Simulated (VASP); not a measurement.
# SiO2 (P-3m1) in VASP: single point with r2SCAN+rVV10

Aim: the single point of SiO2 with r2SCAN+rVV10.

Program: VASP 6.6.1. These are calculated values, not measurements. Logs are shortened: lines on timing, memory, paths and dates and some standing lists are left out, and cuts for length are marked.

### Step 1. The cell of the first run

The typed cell holds 6 atoms: a = 2.597 Å, b = 2.597 Å, c = 9.728 Å, α = 90.00°, β = 90.00°, γ = 120.00°.

### Step 2. Single point, r2SCAN+rVV10

File POSCAR:

```
SiO2
1.0
    2.5967353756      0.0000000000      0.0000000000
   -1.2983676878      2.2488388022      0.0000000000
    0.0000000000      0.0000000000      9.7275046822
Si O
2 4
Direct
    0.6666666667      0.3333333333      0.2499702065
    0.3333333333      0.6666666667      0.7500297935
    0.3333333333      0.6666666667      0.3599491762
    0.6666666667      0.3333333333      0.8600086936
    0.3333333333      0.6666666667      0.1399913064
    0.6666666667      0.3333333333      0.6400508238
```

File INCAR.step1:

```
  ALGO = Normal
  EDIFF = 1E-4
  ENCUT = 520
  GGA = PE
  ISMEAR = -1
  LASPH = T
  LCHARG = F
  LREAL = F
  LWAVE = T
  NBANDS = 25
  NELM = 100
  PREC = Accurate
  SIGMA = 0.03
```

File INCAR.step2:

```
  ALGO = Normal
  BPARAM = 11.95
  CPARAM = 0.0093
  EDIFF = 1E-6
  ENCUT = 520
  ISIF = 2
  ISMEAR = -1
  ISTART = 1
  IVDW_NL = 2
  LASPH = T
  LCHARG = F
  LMIXTAU = T
  LREAL = F
  LUSE_VDW = T
  LWAVE = F
  METAGGA = R2SCAN
  NBANDS = 25
  NELM = 100
  PREC = Accurate
  SIGMA = 0.03
```

File KPOINTS:

```
k-points
0
Gamma
  12 12 4
```

Potentials or basis: VASP PAW PBE potentials, release 64 (Si, O).

Command:

```console
cat potpaw_PBE.64/Si/POTCAR potpaw_PBE.64/O/POTCAR > POTCAR
cp INCAR.step1 INCAR
mpirun -np 1 vasp_std > vasp.out
cp INCAR.step2 INCAR
mpirun -np 1 vasp_std > vasp.out
```

OUTCAR:

```text
BPARAM = 11.95
   EDIFF = 1E-6
   ENCUT = 520
   ISIF = 2
   ISMEAR = -1
   ISTART = 1
   IVDW_NL = 2
   LASPH = T
   LREAL = F
   METAGGA = R2SCAN
   NELM = 100
   PREC = Accurate

 ion  position               nearest neighbor table
   1  0.667  0.333  0.250-   5 1.84   5 1.84   5 1.84   3 1.84   3 1.84   3 1.84
   2  0.333  0.667  0.750-   4 1.84   4 1.84   4 1.84   6 1.84   6 1.84   6 1.84
   3  0.333  0.667  0.360-   1 1.84   1 1.84   1 1.84
   4  0.667  0.333  0.860-   2 1.84   2 1.84   2 1.84
   5  0.333  0.667  0.140-   1 1.84   1 1.84   1 1.84
   6  0.667  0.333  0.640-   2 1.84   2 1.84   2 1.84

  LATTYP: Found a hexagonal cell.
 ALAT       =     2.5967353756
 C/A-ratio  =     3.7460515899

  Lattice vectors:

 A1 = (   2.5967353756,   0.0000000000,   0.0000000000)
 A2 = (  -1.2983676878,   2.2488388022,   0.0000000000)
 A3 = (   0.0000000000,   0.0000000000,   9.7275046822)

Analysis of symmetry for initial positions (statically):
=====================================================================
 Subroutine PRICEL returns:
 Original cell was already a primitive cell.

 Routine SETGRP: Setting up the symmetry group for a
 hexagonal supercell.

 Subroutine GETGRP returns: Found 12 space group operations
 (whereof 12 operations were pure point group operations)
 out of a pool of 24 trial point group operations.

The static configuration has the point symmetry D_3d.

Analysis of symmetry for dynamics (positions and initial velocities):
=====================================================================
 Subroutine PRICEL returns:
 Original cell was already a primitive cell.

 Routine SETGRP: Setting up the symmetry group for a
 hexagonal supercell.

 Subroutine GETGRP returns: Found 12 space group operations
 (whereof 12 operations were pure point group operations)
 out of a pool of 24 trial point group operations.

The dynamic configuration has the point symmetry D_3d.

 Subroutine INISYM returns: Found 12 space group operations
 (whereof 12 operations are pure point group operations),
 and found     1 'primitive' translations

----------------------------------------------------------------------------------------

                                     Primitive cell

  volume of cell :      56.8051

[... 95 lines left out ...]
   NELM   =    100;   NELMIN=  2; NELMDL=  0     # of ELM steps
   EDIFF  = 0.1E-05   stopping-criterion for ELM
   LREAL  =      F    real-space projection
   EDIFFG = 0.1E-04   stopping-criterion for IOM
   NSW    =      0    number of steps for IOM
   IBRION =     -1    ionic relax: 0-MD 1-quasi-New 2-CG
   NFREE  =      0    steps in history (QN), initial steepest desc. (CG)
   ISIF   =      2    stress and relaxation
   ISYM   =      2    0-nonsym 1-usesym 2-fastsym
   POTIM  = 0.5000    time-step for ionic-motion
   TEBEG  =    0.0;   TEEND  =   0.0 temperature during run
   PSTRESS=    0.0 pullay stress
   NELECT =      32.0000    total number of electrons
   NUPDOWN=      -1.0000    fix difference up-down
   EMIN   =  10.00;   EMAX   =-10.00  energy-range for DOS
   EFERMI =   0.00;   METHOD = LEGACY
   ISMEAR =    -1;   SIGMA  =   0.03  broadening in eV -4-tet -1-fermi 0-gaus
   EFERMI_NEDOS =   21; number of points for ismear=-14 and -15
   IALGO  =     38    algorithm
   IMIX   =      4    mixing-type and parameters
     AMIX     =   0.40;   BMIX     =  1.00
     AMIX_MAG =   1.60;   BMIX_MAG =  1.00
  volume/ion in A,a.u.               =       9.47        63.89
  Fermi-wavevector in a.u.,A,eV,Ry     =   1.352059  2.555021 24.872317  1.828064
  Thomas-Fermi vector in A             =   2.479429
   LORBIT       =      0    0 simple, 1 ext, 2 COOP (PROOUT), +10 PAW based schemes
   METAGGA = R2SCAN    functional components
   LHFCALC =     F    Hartree Fock is set to
   AEXX    =    0.0000 exact exchange contribution
   IVDW_NL    =     2    kernel type
   BPARAM     =11.9500
   IVDW    =     0    specifies the selected vdW correction
   LEPSILON=     F    determine dielectric tensor
   LRPA    =     F    only Hartree local field effects (RPA)
 non-spin polarized calculation
  energy-cutoff  :      520.00
  volume of cell :       56.81
 maximum number of plane-waves:      1560
   NGX =  9   NGY =  9   NGZ = 37

 number of electron      32.0000002 magnetization

 Free energy of the ion-electron system (eV)
  ---------------------------------------------------
  ext. energy  EPLUGINS =         0.00000000
  ---------------------------------------------------
  free energy    TOTEN  =       -51.68941043 eV

  energy without entropy =      -51.68941043  energy(sigma->0) =      -51.68941043

 E-fermi :   5.3297     XC(G=0): -11.5807

 val. band max:        4.5584636477   @ k =   0.2500   0.2500   0.0000
 cond. band min:       8.4299662043   @ k =   0.0000   0.0000   0.0000
 fundamental gap:      3.8715025566
 Fermi energy:         5.3296758940

 k-point     1 :       0.0000    0.0000    0.0000
  band No.  band energies     occupation
      1     -18.6327      2.00000
      2     -18.5661      2.00000
      3     -15.2746      2.00000
      4     -15.1144      2.00000
      5      -2.7456      2.00000
      6      -1.8409      2.00000
[... 661 lines left out ...]
     24      18.1653      0.00000
     25      18.1813      0.00000

 [... further k-points ...]

------------------------ aborting loop because EDIFF is reached ----------------------------------------

  FORCE on cell =-STRESS in cart. coord.  units (eV):
  Direction    XX          YY          ZZ          XY          YZ          ZX
  --------------------------------------------------------------------------------------
  -------------------------------------------------------------------------------------
  Total        0.4575010      0.4575010      0.1033238      0.0000000     -0.0000000      0.0000000
  in kB       12.9037274     12.9037274      2.9142288      0.0000000     -0.0000000      0.0000000
  external PRESSURE =       9.5738945 kB  Pullay stress =       0.0000000 kB

 VOLUME and BASIS-vectors are now :
 -----------------------------------------------------------------------------
  energy-cutoff  :      520.00
  volume of cell :       56.81
      direct lattice vectors                 reciprocal lattice vectors
     2.596735376  0.000000000  0.000000000     0.385098924  0.222336968  0.000000000
    -1.298367688  2.248838802  0.000000000     0.000000000  0.444673935  0.000000000
     0.000000000  0.000000000  9.727504682     0.000000000  0.000000000  0.102801287

 POSITION                                       TOTAL-FORCE (eV/Angst)
 -----------------------------------------------------------------------------------
      1.29837      0.74961      2.43159         0.000000      0.000000      0.000075
     -0.00000      1.49923      7.29592         0.000000      0.000000     -0.000075
     -0.00000      1.49923      3.50141         0.000000      0.000000      0.060096
      1.29837      0.74961      8.36574         0.000000      0.000000      0.059815
     -0.00000      1.49923      1.36177        -0.000000     -0.000000     -0.059815
      1.29837      0.74961      6.22610        -0.000000     -0.000000     -0.060096
 -----------------------------------------------------------------------------------
    total drift:                               -0.000000      0.000000      0.000000

  FREE ENERGIE OF THE ION-ELECTRON SYSTEM (eV)
  ---------------------------------------------------
  free  energy   TOTEN  =       -51.6894104312 eV

  energy  without entropy=      -51.6894104312  energy(sigma->0) =      -51.68941043
```

OUTCAR.step1:

```text
EDIFF = 1E-4
   ENCUT = 520
   GGA = PE
   ISMEAR = -1
   LASPH = T
[... 907 lines left out ...]
     -0.00000      1.49923      3.50141         0.000000     -0.000000      0.673908
      1.29837      0.74961      8.36574         0.000000      0.000000      0.673310
     -0.00000      1.49923      1.36177        -0.000000      0.000000     -0.673310
      1.29837      0.74961      6.22610        -0.000000     -0.000000     -0.673908
 -----------------------------------------------------------------------------------
    total drift:                               -0.000000      0.000000      0.000000

  FREE ENERGIE OF THE ION-ELECTRON SYSTEM (eV)
  ---------------------------------------------------
  free  energy   TOTEN  =       -40.8563545326 eV

  energy  without entropy=      -40.8563545325  energy(sigma->0) =      -40.85635453
```

OSZICAR.step1:

```text
N       E                     dE             d eps       ncg     rms          rms(c)
DAV:   1     0.148172734981E+03    0.14817E+03   -0.17267E+04  3458   0.122E+03
DAV:   2    -0.369310963755E+02   -0.18510E+03   -0.17379E+03  4286   0.273E+02
DAV:   3    -0.451474183570E+02   -0.82163E+01   -0.81569E+01  4597   0.570E+01
DAV:   4    -0.452232941546E+02   -0.75876E-01   -0.75840E-01  4173   0.613E+00
DAV:   5    -0.452242027711E+02   -0.90862E-03   -0.90845E-03  4599   0.645E-01    0.158E+01
DAV:   6    -0.408467411565E+02    0.43775E+01   -0.12387E+01  4193   0.238E+01    0.723E+00
DAV:   7    -0.408677894443E+02   -0.21048E-01   -0.78180E-01  4103   0.534E+00    0.290E+00
DAV:   8    -0.408550606560E+02    0.12729E-01   -0.34158E-02  4417   0.151E+00    0.102E+00
DAV:   9    -0.408560496353E+02   -0.98898E-03   -0.91981E-03  4378   0.784E-01    0.206E-01
DAV:  10    -0.408563532973E+02   -0.30366E-03   -0.71309E-04  4176   0.176E-01    0.655E-02
DAV:  11    -0.408563545326E+02   -0.12352E-05   -0.60020E-05  2334   0.635E-02
   1 F= -.40856355E+02 E0= -.40856355E+02  d E =-.361615E-10
```

Run time: 3.2 min. Hardware: 1 thread of Intel Xeon 6975P-C (Granite Rapids), shared host; peak memory 0.33 GiB.

Results:

```
Free energy            : -51.6894 eV
Pressure               : 1.0 GPa
Largest force          : 0.060 eV/Å
Band gap on the k mesh : 3.87 eV, indirect (least direct gap 4.37 eV)
```

Forces on the atoms (eV/Å):
```
Si   0.000  0.000  0.000
Si   0.000  0.000  0.000
O    0.000  0.000  0.060
O    0.000  0.000  0.060
O    0.000  0.000 -0.060
O    0.000  0.000 -0.060
```

Caveat: the PAW data sets were made with another functional, which shifts forces and pressure a little. A k mesh can miss the band edges.
